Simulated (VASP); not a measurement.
# KCl (Pm-3m) in VASP: further runs

The runs below take KCl through single point, with PBE.

Program: VASP 6.6.1. These are calculated values, not measurements. Logs are shortened: lines on timing, memory, paths and dates and some standing lists are left out, and cuts for length are marked.

### Step 1. The cell of the first run

It takes space group Pm-3m (No. 221, cubic). Conventional cell: a = 4.011 Å, b = 4.011 Å, c = 4.011 Å, α = 90.00°, β = 90.00°, γ = 90.00°. K (site symmetry m-3m) has 8 Cl at 3.47 Å and 6 K at 4.01 Å within 4.6 Å. Within 4.6 Å of Cl (site symmetry m-3m) lie 8 K at 3.47 Å and 6 Cl at 4.01 Å.

### Step 2. Single point, PBE

INCAR reads:

```
ALGO = Normal ; EDIFF = 1E-6
ENCUT = 520 ; GGA = PE
ISIF = 2 ; ISMEAR = 0
LASPH = T ; LCHARG = T
LELF = T ; LREAL = F
LVHAR = T ; LWAVE = F
NBANDS = 15 ; NELM = 80
PREC = Accurate ; SIGMA = 0.1
```

KPOINTS reads:

```
k-points
0
Gamma
  4 4 4
```

POSCAR reads:

```
KCl
1.0
    4.0105927853      0.0000000000      0.0000000000
    0.0000000000      4.0105927853      0.0000000000
    0.0000000000      0.0000000000      4.0105927853
K Cl
1 1
Direct
    0.0000000000      0.0000000000      0.0000000000
    0.5000000000      0.5000000000      0.5000000000
```

Potentials or basis: VASP PAW PBE potentials, release 64 (K_sv, Cl).

Started as:

```sh
$ cat potpaw_PBE.64/K_sv/POTCAR potpaw_PBE.64/Cl/POTCAR > POTCAR
$ mpirun -np 1 vasp_std > vasp.out
```

OUTCAR:

```text
EDIFF = 1E-6
   ENCUT = 520
   GGA = PE
   ISIF = 2
   ISMEAR = 0
   LASPH = T
   LREAL = F
   NELM = 80
   PREC = Accurate

 ion  position               nearest neighbor table
   1  0.000  0.000  0.000-
   2  0.500  0.500  0.500-

  LATTYP: Found a simple cubic cell.
 ALAT       =     4.0105927853

  Lattice vectors:

 A1 = (   4.0105927853,   0.0000000000,   0.0000000000)
 A2 = (   0.0000000000,   4.0105927853,   0.0000000000)
 A3 = (   0.0000000000,   0.0000000000,   4.0105927853)

Analysis of symmetry for initial positions (statically):
=====================================================================
 Subroutine PRICEL returns:
 Original cell was already a primitive cell.

 Routine SETGRP: Setting up the symmetry group for a
 simple cubic supercell.

 Subroutine GETGRP returns: Found 48 space group operations
[... 9 lines left out ...]

 Routine SETGRP: Setting up the symmetry group for a
 simple cubic supercell.

 Subroutine GETGRP returns: Found 48 space group operations
[... 11 lines left out ...]
                                     Primitive cell

  volume of cell :      64.5098

  direct lattice vectors                    reciprocal lattice vectors
     4.010592785  0.000000000  0.000000000     0.249339700  0.000000000  0.000000000
     0.000000000  4.010592785  0.000000000     0.000000000  0.249339700  0.000000000
     0.000000000  0.000000000  4.010592785     0.000000000  0.000000000  0.249339700

  length of vectors
     4.010592785  4.010592785  4.010592785     0.249339700  0.249339700  0.249339700

  position of ions in fractional coordinates (direct lattice)
     0.000000000  0.000000000  0.000000000
     0.500000000  0.500000000  0.500000000

  ion indices of the primitive-cell ions
   primitive index   ion index
                 1           1
                 2           2

----------------------------------------------------------------------------------------

 KPOINTS: k-points

Automatic generation of k-mesh.
 Grid dimensions read from file:
 generate k-points for:    4    4    4

 Generating k-lattice:

  Cartesian coordinates                     Fractional coordinates (reciprocal lattice)
     0.062334925  0.000000000  0.000000000     0.250000000  0.000000000  0.000000000
     0.000000000  0.062334925  0.000000000     0.000000000  0.250000000  0.000000000
     0.000000000  0.000000000  0.062334925     0.000000000  0.000000000  0.250000000

  Length of vectors
     0.062334925  0.062334925  0.062334925

  Shift w.r.t. Gamma in fractional coordinates (k-lattice)
     0.000000000  0.000000000  0.000000000

 Subroutine IBZKPT returns following result:
 ===========================================

 Found     10 irreducible k-points:

 Following reciprocal coordinates:
            Coordinates               Weight
  0.000000  0.000000  0.000000      1.000000
  0.250000  0.000000  0.000000      6.000000
  0.500000  0.000000  0.000000      3.000000
  0.250000  0.250000  0.000000     12.000000
  0.500000  0.250000  0.000000     12.000000
  0.500000  0.500000  0.000000      3.000000
  0.250000  0.250000  0.250000      8.000000
  0.500000  0.250000  0.250000     12.000000
  0.500000  0.500000  0.250000      6.000000
  0.500000  0.500000  0.500000      1.000000
   k-points           NKPTS =     10   k-points in BZ     NKDIM =     10   number of bands    NBANDS=     15
   number of dos      NEDOS =    301   number of ions     NIONS =      2
   total plane-waves  NPLWV =  27000
   dimension x,y,z NGX =    30 NGY =   30 NGZ =   30
   dimension x,y,z NGXF=    60 NGYF=   60 NGZF=   60
   ions per type =               1   1
   NGX,Y,Z   is equivalent  to a cutoff of  12.44, 12.44, 12.44 a.u.
   NGXF,Y,Z  is equivalent  to a cutoff of  24.87, 24.87, 24.87 a.u.
 SYSTEM =  unknown system
   PREC   = accura    normal or accurate (medium, high low for compatibility)
   ISTART =      0    job   : 0-new  1-cont  2-samecut
   ICHARG =      2    charge: 1-file 2-atom 10-const
   ISPIN  =      1    spin polarized calculation?
   LNONCOLLINEAR =      F non collinear calculations
   LSORBIT =      F    spin-orbit coupling
   LASPH  =      T    aspherical Exc in radial PAW
   ENCUT  =  520.0 eV  38.22 Ry    6.18 a.u.   7.46  7.46  7.46*2*pi/ulx,y,z
   NELM   =     80;   NELMIN=  2; NELMDL= -5     # of ELM steps
   EDIFF  = 0.1E-05   stopping-criterion for ELM
   LREAL  =      F    real-space projection
   EDIFFG = 0.1E-04   stopping-criterion for IOM
   NSW    =      0    number of steps for IOM
   IBRION =     -1    ionic relax: 0-MD 1-quasi-New 2-CG
   NFREE  =      0    steps in history (QN), initial steepest desc. (CG)
   ISIF   =      2    stress and relaxation
   ISYM   =      2    0-nonsym 1-usesym 2-fastsym
   POTIM  = 0.5000    time-step for ionic-motion
   TEBEG  =    0.0;   TEEND  =   0.0 temperature during run
   PSTRESS=    0.0 pullay stress
   NELECT =      16.0000    total number of electrons
   NUPDOWN=      -1.0000    fix difference up-down
   EMIN   =  10.00;   EMAX   =-10.00  energy-range for DOS
   EFERMI =   0.00;   METHOD = LEGACY
   ISMEAR =     0;   SIGMA  =   0.10  broadening in eV -4-tet -1-fermi 0-gaus
   EFERMI_NEDOS =   21; number of points for ismear=-14 and -15
   IALGO  =     38    algorithm
   IMIX   =      4    mixing-type and parameters
     AMIX     =   0.40;   BMIX     =  1.00
     AMIX_MAG =   1.60;   BMIX_MAG =  1.00
  volume/ion in A,a.u.               =      32.25       217.67
  Fermi-wavevector in a.u.,A,eV,Ry     =   1.028584  1.943741 14.394749  1.057984
  Thomas-Fermi vector in A             =   2.162588
   LORBIT       =      0    0 simple, 1 ext, 2 COOP (PROOUT), +10 PAW based schemes
   GGA     = PE    functional components
   LHFCALC =     F    Hartree Fock is set to
   AEXX    =    0.0000 exact exchange contribution
   IVDW    =     0    specifies the selected vdW correction
   LEPSILON=     F    determine dielectric tensor
   LRPA    =     F    only Hartree local field effects (RPA)
 non-spin polarized calculation
 Gauss-broadening in eV      SIGMA  =   0.10
  energy-cutoff  :      520.00
  volume of cell :       64.51
 maximum number of plane-waves:      1763
 NGX is ok and might be reduce to    30
   NGX = 15   NGY = 15   NGZ = 15

 number of electron      15.9999999 magnetization

 Free energy of the ion-electron system (eV)
  ---------------------------------------------------
  ext. energy  EPLUGINS =         0.00000000
  ---------------------------------------------------
  free energy    TOTEN  =        -6.60431189 eV

  energy without entropy =       -6.60431189  energy(sigma->0) =       -6.60431189

 E-fermi :  -0.9656     XC(G=0):  -7.5206

 val. band max:       -1.4087600765   @ k =   0.5000   0.5000   0.0000
 cond. band min:       2.8940073153   @ k =   0.0000   0.0000   0.0000
 fundamental gap:      4.3027673918
 Fermi energy:        -0.9656373656

 k-point     1 :       0.0000    0.0000    0.0000
  band No.  band energies     occupation
      1     -29.7399      2.00000
      2     -13.7586      2.00000
      3     -13.1459      2.00000
      4     -13.1459      2.00000
      5     -13.1459      2.00000
      6      -1.5849      2.00000
      7      -1.5849      2.00000
      8      -1.5849      2.00000
      9       2.8940      0.00000
     10       5.2148      0.00000
     11       5.2148      0.00000
     12       8.8418      0.00000
     13       8.8418      0.00000
     14       8.8418      0.00000
     15      11.6880      0.00000

 k-point     2 :       0.2500    0.0000    0.0000
  band No.  band energies     occupation
      1     -29.7346      2.00000
      2     -13.8519      2.00000
      3     -13.1368      2.00000
      4     -13.1368      2.00000
      5     -13.0632      2.00000
      6      -2.2936      2.00000
      7      -1.5766      2.00000
      8      -1.5766      2.00000
      9       3.9923      0.00000
     10       5.6478      0.00000
     11       5.9977      0.00000
     12       8.6577      0.00000
     13       8.6577      0.00000
     14       9.0603      0.00000
     15      10.1174      0.00000

 k-point     3 :       0.5000    0.0000    0.0000
  band No.  band energies     occupation
      1     -29.7293      2.00000
      2     -13.9362      2.00000
      3     -13.1277      2.00000
      4     -13.1277      2.00000
      5     -12.9865      2.00000
      6      -2.8453      2.00000
      7      -1.5687      2.00000
      8      -1.5687      2.00000
      9       5.6867      0.00000
     10       6.1006      0.00000
     11       6.3646      0.00000
     12       8.5892      0.00000
     13       8.5892      0.00000
     14       8.6356      0.00000
     15       9.3225      0.00000

 k-point     4 :       0.2500    0.2500    0.0000
  band No.  band energies     occupation
      1     -29.7295      2.00000
      2     -13.8160      2.00000
      3     -13.2174      2.00000
      4     -13.1286      2.00000
      5     -13.0444      2.00000
      6      -2.2665      2.00000
      7      -2.0444      2.00000
      8      -1.5339      2.00000
      9       4.6730      0.00000
     10       5.8539      0.00000
     11       6.6790      0.00000
     12       8.0092      0.00000
     13       8.0810      0.00000
     14       8.7798      0.00000
     15       9.9670      0.00000
[... 55 lines left out ...]
 k-point     8 :       0.5000    0.2500    0.2500
  band No.  band energies     occupation
      1     -29.7194      2.00000
      2     -13.6898      2.00000
      3     -13.2021      2.00000
      4     -13.1938      2.00000
      5     -13.1576      2.00000
      6      -2.5285      2.00000
      7      -2.0349      2.00000
      8      -1.9565      2.00000
      9       5.8608      0.00000
     10       6.5195      0.00000
     11       6.5831      0.00000
     12       7.7059      0.00000
     13       7.7963      0.00000
     14       8.0645      0.00000
     15      10.1803      0.00000

 k-point     9 :       0.5000    0.5000    0.2500
  band No.  band energies     occupation
      1     -29.7145      2.00000
      2     -13.5280      2.00000
      3     -13.2739      2.00000
      4     -13.2739      2.00000
      5     -13.1869      2.00000
      6      -2.4234      2.00000
      7      -2.4234      2.00000
      8      -1.9714      2.00000
      9       5.5451      0.00000
     10       6.8104      0.00000
     11       7.1236      0.00000
     12       7.1236      0.00000
     13       8.3960      0.00000
     14       8.3960      0.00000
     15      10.1353      0.00000

 k-point    10 :       0.5000    0.5000    0.5000
  band No.  band energies     occupation
      1     -29.7096      2.00000
      2     -13.4810      2.00000
      3     -13.2592      2.00000
      4     -13.2592      2.00000
      5     -13.2592      2.00000
      6      -2.4413      2.00000
      7      -2.4413      2.00000
      8      -2.4413      2.00000
      9       6.9757      0.00000
     10       6.9757      0.00000
     11       6.9757      0.00000
     12       7.9065      0.00000
     13       7.9065      0.00000
     14       7.9065      0.00000
     15      10.1745      0.00000

------------------------ aborting loop because EDIFF is reached ----------------------------------------

  FORCE on cell =-STRESS in cart. coord.  units (eV):
  Direction    XX          YY          ZZ          XY          YZ          ZX
  --------------------------------------------------------------------------------------
  -------------------------------------------------------------------------------------
  Total       -0.7319793     -0.7319793     -0.7319793     -0.0000000      0.0000000      0.0000000
  in kB      -18.1795733    -18.1795733    -18.1795733     -0.0000000      0.0000000      0.0000000
  external PRESSURE =     -18.1795733 kB  Pullay stress =       0.0000000 kB

 VOLUME and BASIS-vectors are now :
 -----------------------------------------------------------------------------
  energy-cutoff  :      520.00
  volume of cell :       64.51
      direct lattice vectors                 reciprocal lattice vectors
     4.010592785  0.000000000  0.000000000     0.249339700  0.000000000  0.000000000
     0.000000000  4.010592785  0.000000000     0.000000000  0.249339700  0.000000000
     0.000000000  0.000000000  4.010592785     0.000000000  0.000000000  0.249339700

 POSITION                                       TOTAL-FORCE (eV/Angst)
 -----------------------------------------------------------------------------------
      0.00000      0.00000      0.00000         0.000000      0.000000      0.000000
      2.00530      2.00530      2.00530         0.000000      0.000000      0.000000
 -----------------------------------------------------------------------------------
    total drift:                                0.000000      0.000000     -0.000000

  FREE ENERGIE OF THE ION-ELECTRON SYSTEM (eV)
  ---------------------------------------------------
  free  energy   TOTEN  =        -6.6043118920 eV

  energy  without entropy=       -6.6043118920  energy(sigma->0) =       -6.60431189
```

Wall time 7.4 s (1 thread of AMD EPYC 9R45 (Zen 5), shared host); peak memory 0.13 GiB.

Results:

- Free energy: -6.6043 eV
- Pressure: -1.8 GPa
- Band gap on the k mesh: 4.30 eV, indirect (least direct gap 4.48 eV)

Levels at points of the mesh, in eV from the valence-band top:
```tsv
k point	band 6	band 7	band 8	band 9	band 10	band 11
(0.00, 0.00, 0.00)	-0.18	-0.18	-0.18	4.30	6.62	6.62
(0.50, 0.00, 0.00)	-1.44	-0.16	-0.16	7.10	7.51	7.77
(0.50, 0.50, 0.00)	-1.00	-1.00	0.00	6.05	7.09	8.77
(0.50, 0.50, 0.50)	-1.03	-1.03	-1.03	8.38	8.38	8.38
```

(Part 1 of 2 ends here.)
